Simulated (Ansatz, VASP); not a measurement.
# Nb in VASP and in Ansatz

```
Nb
1.0
     3.30925    0.00000    0.09689
     0.00000    3.30892    0.00000
    -0.11261    0.00000    3.30790
Nb
2
Direct
  0.75000 0.25000 0.75008
  0.25000 0.75000 0.24992
```

Alike in both runs: functional PBE; k mesh 6 × 6 × 4; occupations gaussian, width 0.1 eV; no spin polarisation.

Ansatz relaxed the structure, and its values are those at the end. VASP's run is a single point on that final structure, the one shown.

|  | VASP | Ansatz |
| --- | --- | --- |
| version | VASP 6.6.1 | Ansatz 0.2.0 |
| potentials or method | VASP PAW PBE potentials, release 64 (Nb_sv), cutoff 520 eV | scalar-relativistic, plane waves, PAW |
| valence electrons in the cell | 26 | 26 |

Ansatz gave:

* gap on the k mesh at the Fermi level (eV): none
* pressure (GPa): 0.3

Problem. What did VASP give for the same quantities?

Solution. gap on the k mesh at the Fermi level (eV): none; pressure (GPa): 0.0.

A gap of «none» marks a metal or a gap that the smearing closes. With one functional, cell and mesh, what is left measures potentials, basis and numerics.

The k mesh is coarse, so the values compare programs but aren't converged.
